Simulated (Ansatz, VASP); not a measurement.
# Two plane-wave programs on GaSb3

File INCAR:

```
  ALGO = Normal
  EDIFF = 1E-7
  ENCUT = 520
  GGA = CA
  ISIF = 2
  ISMEAR = 0
  LASPH = True
  LCHARG = True
  LELF = True
  LREAL = False
  LVHAR = True
  LWAVE = False
  NBANDS = 22
  NELM = 60
  PREC = Accurate
  SIGMA = 0.15
```

KPOINTS

```
k-points
0
Gamma
  10 10 10
```

Contents of POSCAR:

```
GaSb3
1.0
    0.0000000000      3.7514449815      3.5563698425
    3.7514449815      0.0000000000      3.5563698425
    3.7514449815      3.7514449815      0.0000000000
Ga Sb
1 3
Direct
    0.0000000000      0.0000000000      0.0000000000
    0.2500000000      0.2500000000      0.2500000000
    0.7500000000      0.7500000000      0.7500000000
    0.5000000000      0.5000000000      0.5000000000
```

Input for Ansatz:

```yaml
crystal:
  lattice:
    - [0.0, 3.7514449815, 3.5563698425]
    - [3.7514449815, 0.0, 3.5563698425]
    - [3.7514449815, 3.7514449815, 0.0]
  atoms:
    - { symbol: Ga, position: [0.0, 0.0, 0.0] }
    - { symbol: Sb, position: [0.25, 0.25, 0.25] }
    - { symbol: Sb, position: [0.75, 0.75, 0.75] }
    - { symbol: Sb, position: [0.5, 0.5, 0.5] }
basis:
  ecutwfc: 420
kpoints:
  mp_grid: { grid: [10, 10, 10] }
hamiltonian:
  xc: lda
  pseudopotentials: { kind: paw, azcp: { folder: soft_1 } }
scf:
  occupations: { method: gaussian, width: 0.15 }
output:
  forces: true
  stress: true
  eigenvalues: true
```

Alike in both runs: task single point; functional LDA; k mesh 10 × 10 × 10; occupations gaussian, width 0.15 eV; no spin polarisation.

|  | VASP | Ansatz |
| --- | --- | --- |
| version | VASP 6.6.1 | Ansatz 0.2.0 |
| potentials or method | VASP PAW LDA potentials, release 64 (Ga_d, Sb), cutoff 520 eV | scalar-relativistic, plane waves, PAW |
| valence electrons in the cell | 28 | 58 |

Ansatz gave:

```
gap on the k mesh at the Fermi level (eV)                     : none
pressure (GPa)                                                : -2.9
traceless stress, the component that is largest in VASP (GPa) : 0.56
```

Task: Estimate VASP's values.

Result: gap on the k mesh at the Fermi level (eV): none; pressure (GPa): -2.8; traceless stress, the component that is largest in VASP (GPa): 0.58.

Ansatz warns that its potentials were made for another functional, while VASP's fit it. LDA's correlation is that of Perdew and Zunger in VASP and of Perdew and Wang (1992) in Ansatz. A gap of «none» marks a metal or a gap that the smearing closes. VASP's potentials hold 28 valence electrons a cell and Ansatz's 58, so a difference there can come from the potentials and not from the codes.

Spin-orbit coupling is off throughout.
